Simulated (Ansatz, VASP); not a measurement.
## One calculation of TePb, two programs

```
CELL_PARAMETERS angstrom
0.00000 3.35050 3.35050
3.35050 0.00000 3.35050
3.35050 3.35050 0.00000
ATOMIC_POSITIONS crystal
Te 0.50000 0.50000 0.50000
Pb 0.00000 0.00000 0.00000
```

Alike in both runs: task single point; functional PBE; k mesh 8 × 8 × 8; occupations gaussian, width 0.02 eV; no spin polarisation.

|  | VASP | Ansatz |
| --- | --- | --- |
| version | VASP 6.6.1 | Ansatz 0.2.0 |
| potentials or method | VASP PAW PBE potentials, release 64 (Te, Pb_d), cutoff 500 eV | scalar-relativistic, plane waves, PAW |
| valence electrons in the cell | 20 | 30 |

VASP gave:

* gap on the k mesh at the Fermi level (eV): 0.93
* least direct gap on the mesh (eV): 0.93
* pressure (GPa): -2.0

Problem. Estimate Ansatz's values.

Solution. gap on the k mesh at the Fermi level (eV): 0.92; least direct gap on the mesh (eV): 0.92; pressure (GPa): -2.0.

VASP's potentials hold 20 valence electrons a cell and Ansatz's 30, so a difference there can come from the potentials and not from the codes.

Neither program's run includes spin-orbit coupling.
